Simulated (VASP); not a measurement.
Write the native input for VASP 6.6.1 that does the following.

```yaml
Task: single point
Functional: r2SCAN
Potentials_or_basis: VASP PAW PBE potentials, release 64 (Zn, S)
Cutoff: 520 eV
k_mesh: 8 × 8 × 8
Occupations: gaussian, width 0.05 eV
Spin: no spin polarisation
Dipole_correction: no
Further_INCAR_settings: ALGO = Normal; EDIFF = 1e-07; NBANDS = 16
```

The system is ZnS.

```
Zn S
1.0
     1.43112    3.57780    3.57780
     3.57780    1.43112    3.57780
     3.57780    3.57780    1.43112
Zn S
1 1
Cartesian
  0.0000 0.0000 0.0000
  6.4400 6.4400 6.4400
```

This cell differs from its parent crystal: ratio of the length along [111] to the lengths across it x 2.0, volume and fractional coordinates fixed.

The input as run:

POSCAR

```
ZnS
1.0
    1.4311214184      3.5778035460      3.5778035460
    3.5778035460      1.4311214184      3.5778035460
    3.5778035460      3.5778035460      1.4311214184
Zn S
1 1
Direct
    0.0000000000      0.0000000000      0.0000000000
    0.7500000000      0.7500000000      0.7500000000
```

INCAR.step1

```
SYSTEM = ZnS
ALGO = Normal
EDIFF = 1E-4
ENCUT = 520
GGA = PE
ISMEAR = 0
LASPH = .TRUE.
LCHARG = .FALSE.
LREAL = .FALSE.
LWAVE = .TRUE.
NBANDS = 16
NELM = 100
PREC = Accurate
SIGMA = 0.05
```

INCAR.step2

```
SYSTEM = ZnS
ALGO = Normal
EDIFF = 1E-7
ENCUT = 520
ISIF = 2
ISMEAR = 0
ISTART = 1
LASPH = .TRUE.
LCHARG = .TRUE.
LELF = .TRUE.
LMIXTAU = .TRUE.
LREAL = .FALSE.
LVHAR = .TRUE.
LWAVE = .FALSE.
METAGGA = R2SCAN
NBANDS = 16
NELM = 100
PREC = Accurate
SIGMA = 0.05
```

KPOINTS

```
k-points
0
G
  8 8 8
  0 0 0
```

Potentials or basis: VASP PAW PBE potentials, release 64 (Zn, S).

Launch:

```sh
$ cat potpaw_PBE.64/Zn/POTCAR potpaw_PBE.64/S/POTCAR > POTCAR
$ cp INCAR.step1 INCAR
$ mpirun -np 1 vasp_std > vasp.out
$ cp INCAR.step2 INCAR
$ mpirun -np 1 vasp_std > vasp.out
```

Results of the run:

```
Pressure               : 23.8 GPa
Largest force          : 1.474 eV/Å
Band gap on the k mesh : zero (band 9 reaches 4.24 eV, above the bottom of band 10 at 2.96 eV)
```

Caveat: the PAW data sets were made with another functional, which shifts forces and pressure a little.

Run time: 4 min on 1 thread of AMD EPYC 9R45 96-Core Processor (Zen 5) (shared host), peak memory 0.24 GiB.
